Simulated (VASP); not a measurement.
Wanted: the native input for a VASP 6.6.1 run.

| Item | Value |
| --- | --- |
| Task | single point |
| Functional | PBE |
| Potentials or basis | VASP PAW PBE potentials, release 64 (Ru_pv, Al) |
| Cutoff | 520 eV |
| k mesh | 9 × 9 × 9 |
| Occupations | gaussian, width 0.015 eV |
| Spin | no spin polarisation |
| Dipole correction | no |
| Further INCAR settings | ALGO = Normal; EDIFF = 1e-06; NBANDS = 16 |

The structure of AlRu lies in POSCAR:

```
AlRu
1.0
    2.9916000000      0.0000000000      0.0000000000
    0.0000000000      2.9916000000      0.0000000000
    0.0000000000      0.0000000000      2.9916000000
Ru Al
1 1
Direct
    0.5000000000      0.5000000000      0.5000000000
    0.0000000000      0.0000000000      0.0000000000
```

One way to write it, as run:

INCAR

```
ALGO = Normal
EDIFF = 1E-6
ENCUT = 520
GGA = PE
ISIF = 2
ISMEAR = 0
LASPH = T
LCHARG = F
LREAL = F
LWAVE = F
NBANDS = 16
NELM = 80
PREC = Accurate
SIGMA = 0.015
```

KPOINTS

```
k-points
0
Gamma
  9 9 9
```

Potentials or basis: VASP PAW PBE potentials, release 64 (Ru_pv, Al).

Run with:

```sh
$ cat potpaw_PBE.64/Ru_pv/POTCAR potpaw_PBE.64/Al/POTCAR > POTCAR
$ mpirun -np 1 vasp_std > vasp.out
```

Results of the run:

```
Pressure : 2.5 GPa
```

Wall time 12 s on 1 thread of Intel(R) Xeon(R) Platinum 8259CL CPU @ 2.50GHz (Skylake/Cascade Lake), with other jobs on the host, peak memory 0.14 GiB.
